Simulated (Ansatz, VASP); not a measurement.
Two plane-wave programs on AgCl

```
CELL_PARAMETERS angstrom
3.39559 -0.09100 0.00000
-0.09100 3.39559 0.00000
0.00000 0.00000 3.39559
ATOMIC_POSITIONS crystal
Ag 0.00000 0.00000 0.00000
Cl 0.50000 0.50000 0.50000
```

Change from the starting cell: shear_xy strain -5.4%.

Alike in both runs: task single point; functional r2SCAN; k mesh 8 × 8 × 8; no spin polarisation.

|  | VASP | Ansatz |
| --- | --- | --- |
| version | VASP 6.6.1 | Ansatz 0.2.0 |
| potentials or method | VASP PAW PBE potentials, release 64 (Ag, Cl) | plane waves, PAW |
| plane-wave cutoff (eV) | 520 | 500 |
| occupations | gaussian, width 0.01 eV | fixed |
| valence electrons in the cell | 18 | 26 |

Ansatz gave:

| Property | Result |
| --- | --- |
| gap on the k mesh at the Fermi level (eV) | 1.06 |
| pressure (GPa) | 0.1 |
| traceless stress, the component that is largest in VASP (GPa) | -0.52 |

**Question.** What did VASP give for the same quantities?

**Answer.** gap on the k mesh at the Fermi level (eV): 1.02; pressure (GPa): 0.0; traceless stress, the component that is largest in VASP (GPa): -0.54.

VASP's potentials were made for PBE, not for r2SCAN. VASP's potentials hold 18 valence electrons a cell and Ansatz's 26, so a difference there can come from the potentials and not from the codes.
